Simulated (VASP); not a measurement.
# BaCaF4 (P4/mmm) in VASP: a series of runs

BaCaF4 is run at these levels: PBE, r2SCAN; tasks: single point.

Program: VASP 6.6.1. These are calculated values, not measurements. Logs are shortened: lines on timing, memory, paths and dates and some standing lists are left out, and cuts for length are marked.

## Step 1: The cell of the first run

The structure is tetragonal, space group P4/mmm (No. 123). The conventional cell has a = 4.071 Å, b = 4.071 Å, c = 5.965 Å, α = 90.00°, β = 90.00°, γ = 90.00°. Ba (site symmetry 4/mmm) has 8 F at 2.62 Å within 3.5 Å. F (site symmetry 2mm) has 2 Ca at 2.43 Å and 2 Ba at 2.62 Å and 6 F at 2.66 to 3.31 Å within 3.4 Å. Within 3.2 Å of Ca (site symmetry 4/mmm) lie 8 F at 2.43 Å.

## Step 2: Single point, PBE

INCAR

```
SYSTEM = BaCaF4
PREC = Accurate
ENCUT = 520
EDIFF = 1E-6
ISMEAR = -1
SIGMA = 0.02
LREAL = .FALSE.
LASPH = .TRUE.
NELM = 100
ALGO = Normal
ISIF = 2
LWAVE = .FALSE.
LCHARG = .FALSE.
GGA = PE
NBANDS = 33
```

KPOINTS

```
regular mesh
0
G
  6 6 4
  0 0 0
```

POSCAR

```
BaCaF4
1.0
    4.0706559646      0.0000000000      0.0000000000
    0.0000000000      4.0706559646      0.0000000000
    0.0000000000      0.0000000000      5.9647005680
Ba F Ca
1 4 1
Direct
    0.0000000000      0.0000000000      0.0000000000
    0.0000000000      0.5000000000      0.7227238450
    0.0000000000      0.5000000000      0.2772761550
    0.5000000000      0.0000000000      0.2772761550
    0.5000000000      0.0000000000      0.7227238450
    0.5000000000      0.5000000000      0.5000000000
```

Potentials or basis: VASP PAW PBE potentials, release 64 (Ba_sv, F, Ca_sv).

Run with:

```sh
cat potpaw_PBE.64/Ba_sv/POTCAR potpaw_PBE.64/F/POTCAR potpaw_PBE.64/Ca_sv/POTCAR > POTCAR
mpirun -np 1 vasp_std > vasp.out
```

OUTCAR:

```text
SYSTEM = BaCaF4
   PREC = Accurate
   ENCUT = 520
   EDIFF = 1E-6
   ISMEAR = -1
   LREAL = .FALSE.
   LASPH = .TRUE.
   NELM = 100
   ISIF = 2
   GGA = PE

 ion  position               nearest neighbor table
   1  0.000  0.000  0.000-   2 2.62   3 2.62   4 2.62   5 2.62   2 2.62   3 2.62   4 2.62   5 2.62

   2  0.000  0.500  0.723-   6 2.43   6 2.43   1 2.62   1 2.62
   3  0.000  0.500  0.277-   6 2.43   6 2.43   1 2.62   1 2.62
   4  0.500  0.000  0.277-   6 2.43   6 2.43   1 2.62   1 2.62
   5  0.500  0.000  0.723-   6 2.43   6 2.43   1 2.62   1 2.62
   6  0.500  0.500  0.500-   2 2.43   3 2.43   4 2.43   5 2.43   4 2.43   5 2.43   2 2.43   3 2.43

  LATTYP: Found a simple tetragonal cell.
 ALAT       =     4.0706559646
 C/A-ratio  =     1.4652922330

  Lattice vectors:

 A1 = (   4.0706559646,   0.0000000000,   0.0000000000)
 A2 = (   0.0000000000,   4.0706559646,   0.0000000000)
 A3 = (   0.0000000000,   0.0000000000,   5.9647005680)

Analysis of symmetry for initial positions (statically):
=====================================================================
 Subroutine PRICEL returns:
 Original cell was already a primitive cell.

 Routine SETGRP: Setting up the symmetry group for a
 simple tetragonal supercell.

 Subroutine GETGRP returns: Found 16 space group operations
 (whereof 16 operations were pure point group operations)
 out of a pool of 16 trial point group operations.

The static configuration has the point symmetry D_4h.

Analysis of symmetry for dynamics (positions and initial velocities):
=====================================================================
 Subroutine PRICEL returns:
 Original cell was already a primitive cell.

 Routine SETGRP: Setting up the symmetry group for a
 simple tetragonal supercell.

 Subroutine GETGRP returns: Found 16 space group operations
 (whereof 16 operations were pure point group operations)
 out of a pool of 16 trial point group operations.

The dynamic configuration has the point symmetry D_4h.

 Subroutine INISYM returns: Found 16 space group operations
 (whereof 16 operations are pure point group operations),
 and found     1 'primitive' translations

----------------------------------------------------------------------------------------

                                     Primitive cell

  volume of cell :      98.8365

  direct lattice vectors                    reciprocal lattice vectors
     4.070655965  0.000000000  0.000000000     0.245660652  0.000000000  0.000000000
     0.000000000  4.070655965  0.000000000     0.000000000  0.245660652  0.000000000
     0.000000000  0.000000000  5.964700568     0.000000000  0.000000000  0.167653009

  length of vectors
     4.070655965  4.070655965  5.964700568     0.245660652  0.245660652  0.167653009

  position of ions in fractional coordinates (direct lattice)
     0.000000000  0.000000000  0.000000000
     0.000000000  0.500000000  0.722723845
     0.000000000  0.500000000  0.277276155
     0.500000000  0.000000000  0.277276155
     0.500000000  0.000000000  0.722723845
     0.500000000  0.500000000  0.500000000

  ion indices of the primitive-cell ions
   primitive index   ion index
                 1           1
                 2           2
                 3           3
                 4           4
                 5           5
                 6           6

----------------------------------------------------------------------------------------

 KPOINTS: regular mesh

Automatic generation of k-mesh.
 Grid dimensions read from file:
 generate k-points for:    6    6    4

 Generating k-lattice:

  Cartesian coordinates                     Fractional coordinates (reciprocal lattice)
     0.040943442  0.000000000  0.000000000     0.166666667  0.000000000  0.000000000
     0.000000000  0.040943442  0.000000000     0.000000000  0.166666667  0.000000000
     0.000000000  0.000000000  0.041913252     0.000000000  0.000000000  0.250000000

  Length of vectors
     0.040943442  0.040943442  0.041913252

  Shift w.r.t. Gamma in fractional coordinates (k-lattice)
     0.000000000  0.000000000  0.000000000

 Subroutine IBZKPT returns following result:
 ===========================================

 Found     30 irreducible k-points:

 Following reciprocal coordinates:
            Coordinates               Weight
  0.000000  0.000000  0.000000      1.000000
  0.166667  0.000000  0.000000      4.000000
  0.333333  0.000000  0.000000      4.000000
  0.500000  0.000000  0.000000      2.000000
  0.166667  0.166667  0.000000      4.000000
  0.333333  0.166667  0.000000      8.000000
[... 16 lines left out ...]
  0.333333  0.000000  0.500000      4.000000
  0.500000  0.000000  0.500000      2.000000
 [... further k-points ...]
   k-points           NKPTS =     30   k-points in BZ     NKDIM =     30   number of bands    NBANDS=     33
   number of dos      NEDOS =    301   number of ions     NIONS =      6
   total plane-waves  NPLWV =  43200
   dimension x,y,z NGX =    30 NGY =   30 NGZ =   48
   dimension x,y,z NGXF=    60 NGYF=   60 NGZF=   96
   ions per type =               1   4   1
   NGX,Y,Z   is equivalent  to a cutoff of  12.25, 12.25, 13.38 a.u.
   NGXF,Y,Z  is equivalent  to a cutoff of  24.50, 24.50, 26.76 a.u.
 SYSTEM =  BaCaF4
   PREC   = accura    normal or accurate (medium, high low for compatibility)
   ISTART =      0    job   : 0-new  1-cont  2-samecut
   ICHARG =      2    charge: 1-file 2-atom 10-const
   ISPIN  =      1    spin polarized calculation?
   LNONCOLLINEAR =      F non collinear calculations
   LSORBIT =      F    spin-orbit coupling
   LASPH  =      T    aspherical Exc in radial PAW
   ENCUT  =  520.0 eV  38.22 Ry    6.18 a.u.   7.57  7.57 11.09*2*pi/ulx,y,z
   NELM   =    100;   NELMIN=  2; NELMDL= -5     # of ELM steps
   EDIFF  = 0.1E-05   stopping-criterion for ELM
   LREAL  =      F    real-space projection
   EDIFFG = 0.1E-04   stopping-criterion for IOM
   NSW    =      0    number of steps for IOM
   IBRION =     -1    ionic relax: 0-MD 1-quasi-New 2-CG
   NFREE  =      0    steps in history (QN), initial steepest desc. (CG)
   ISIF   =      2    stress and relaxation
   ISYM   =      2    0-nonsym 1-usesym 2-fastsym
   POTIM  = 0.5000    time-step for ionic-motion
   TEBEG  =    0.0;   TEEND  =   0.0 temperature during run
   PSTRESS=    0.0 pullay stress
   NELECT =      48.0000    total number of electrons
   NUPDOWN=      -1.0000    fix difference up-down
   EMIN   =  10.00;   EMAX   =-10.00  energy-range for DOS
   EFERMI =   0.00;   METHOD = LEGACY
   ISMEAR =    -1;   SIGMA  =   0.02  broadening in eV -4-tet -1-fermi 0-gaus
   EFERMI_NEDOS =   21; number of points for ismear=-14 and -15
   IALGO  =     38    algorithm
   IMIX   =      4    mixing-type and parameters
     AMIX     =   0.40;   BMIX     =  1.00
     AMIX_MAG =   1.60;   BMIX_MAG =  1.00
  volume/ion in A,a.u.               =      16.47       111.16
  Fermi-wavevector in a.u.,A,eV,Ry     =   1.286815  2.431728 22.529788  1.655893
  Thomas-Fermi vector in A             =   2.418867
   LORBIT       =      0    0 simple, 1 ext, 2 COOP (PROOUT), +10 PAW based schemes
   GGA     = PE    functional components
   LHFCALC =     F    Hartree Fock is set to
   AEXX    =    0.0000 exact exchange contribution
   IVDW    =     0    specifies the selected vdW correction
   LEPSILON=     F    determine dielectric tensor
   LRPA    =     F    only Hartree local field effects (RPA)
 non-spin polarized calculation
  energy-cutoff  :      520.00
  volume of cell :       98.84
 maximum number of plane-waves:      2680
   NGX = 15   NGY = 15   NGZ = 23

 number of electron      47.9999989 magnetization

 Free energy of the ion-electron system (eV)
  ---------------------------------------------------
  ext. energy  EPLUGINS =         0.00000000
  ---------------------------------------------------
  free energy    TOTEN  =       -34.05547959 eV

  energy without entropy =      -34.05547959  energy(sigma->0) =      -34.05547959

 E-fermi :  -0.8983     XC(G=0):  -9.1707

 val. band max:       -1.3161738083   @ k =   0.3333   0.3333   0.5000
 cond. band min:       4.9010667082   @ k =   0.0000   0.0000   0.0000
 fundamental gap:      6.2172405165
 Fermi energy:        -0.8982548756

 k-point     1 :       0.0000    0.0000    0.0000
  band No.  band energies     occupation
      1     -37.8296      2.00000
      2     -24.4726      2.00000
      3     -21.2283      2.00000
      4     -20.7988      2.00000
      5     -20.7417      2.00000
      6     -20.5240      2.00000
[... 25 lines left out ...]
     32       9.1400      0.00000
     33       9.3138      0.00000

 k-point     2 :       0.1667    0.0000    0.0000
  band No.  band energies     occupation
      1     -37.8282      2.00000
      2     -24.4405      2.00000
      3     -21.1723      2.00000
      4     -20.8631      2.00000
      5     -20.8103      2.00000
      6     -20.5546      2.00000
[... 25 lines left out ...]
     32       9.0068      0.00000
     33       9.3214      0.00000

 k-point     3 :       0.3333    0.0000    0.0000
  band No.  band energies     occupation
      1     -37.8254      2.00000
      2     -24.3735      2.00000
      3     -21.0257      2.00000
      4     -21.0002      2.00000
      5     -20.9216      2.00000
      6     -20.6505      2.00000
[... 25 lines left out ...]
     32       8.9666      0.00000
     33       9.4535      0.00000

 k-point     4 :       0.5000    0.0000    0.0000
  band No.  band energies     occupation
      1     -37.8240      2.00000
      2     -24.3387      2.00000
      3     -21.0652      2.00000
      4     -20.9749      2.00000
      5     -20.8826      2.00000
      6     -20.7688      2.00000
[... 673 lines left out ...]
     32       8.7083      0.00000
     33       9.0151      0.00000

 k-point    23 :       0.3333    0.0000    0.5000
  band No.  band energies     occupation
      1     -37.8254      2.00000
      2     -24.3686      2.00000
      3     -21.1828      2.00000
      4     -20.9327      2.00000
      5     -20.8634      2.00000
      6     -20.6197      2.00000
[... 25 lines left out ...]
     32       8.9134      0.00000
     33       8.9670      0.00000

 k-point    24 :       0.5000    0.0000    0.5000
  band No.  band energies     occupation
      1     -37.8239      2.00000
      2     -24.3318      2.00000
      3     -21.2117      2.00000
      4     -20.9617      2.00000
      5     -20.8931      2.00000
      6     -20.6135      2.00000
[... 25 lines left out ...]
     32       8.9457      0.00000
     33       9.3715      0.00000

 [... further k-points ...]

------------------------ aborting loop because EDIFF is reached ----------------------------------------

  FORCE on cell =-STRESS in cart. coord.  units (eV):
  Direction    XX          YY          ZZ          XY          YZ          ZX
  --------------------------------------------------------------------------------------
  -------------------------------------------------------------------------------------
  Total        1.9178032      1.9178032      1.8786143      0.0000000      0.0000000     -0.0000000
  in kB       31.0883142     31.0883142     30.4530483      0.0000000      0.0000000     -0.0000000
  external PRESSURE =      30.8765589 kB  Pullay stress =       0.0000000 kB

 VOLUME and BASIS-vectors are now :
 -----------------------------------------------------------------------------
  energy-cutoff  :      520.00
  volume of cell :       98.84
      direct lattice vectors                 reciprocal lattice vectors
     4.070655965  0.000000000  0.000000000     0.245660652  0.000000000  0.000000000
     0.000000000  4.070655965  0.000000000     0.000000000  0.245660652  0.000000000
     0.000000000  0.000000000  5.964700568     0.000000000  0.000000000  0.167653009

 POSITION                                       TOTAL-FORCE (eV/Angst)
 -----------------------------------------------------------------------------------
      0.00000      0.00000      0.00000         0.000000     -0.000000      0.000000
      0.00000      2.03533      4.31083        -0.000000     -0.000000     -0.004457
      0.00000      2.03533      1.65387         0.000000     -0.000000      0.004457
      2.03533      0.00000      1.65387         0.000000      0.000000      0.004457
      2.03533      0.00000      4.31083         0.000000      0.000000     -0.004457
      2.03533      2.03533      2.98235         0.000000     -0.000000      0.000000
 -----------------------------------------------------------------------------------
    total drift:                                0.000000      0.000000      0.000000

  FREE ENERGIE OF THE ION-ELECTRON SYSTEM (eV)
  ---------------------------------------------------
  free  energy   TOTEN  =       -34.0554795887 eV

  energy  without entropy=      -34.0554795887  energy(sigma->0) =      -34.05547959
```

It took 2.9 min on 1 thread of Intel Xeon 8259CL, shared host; peak memory 0.25 GiB.

Results:

| Item | Value |
| --- | --- |
| Free energy | -34.0555 eV |
| Pressure | 3.1 GPa |
| Largest force | 0.004 eV/Å |
| Band gap on the k mesh | 6.22 eV (least direct gap 6.47 eV) |

Forces in eV/Å, atoms in the order of the input:
```
Ba   0.000  0.000  0.000
F    0.000  0.000 -0.004
F    0.000  0.000  0.004
F    0.000  0.000  0.004
F    0.000  0.000 -0.004
Ca   0.000  0.000  0.000
```

Caveat: the cell stands under pressure; spin-orbit coupling is left out, which moves the levels of the heavy elements. A k mesh can miss the band edges.

(Part 1 of 2 ends here.)
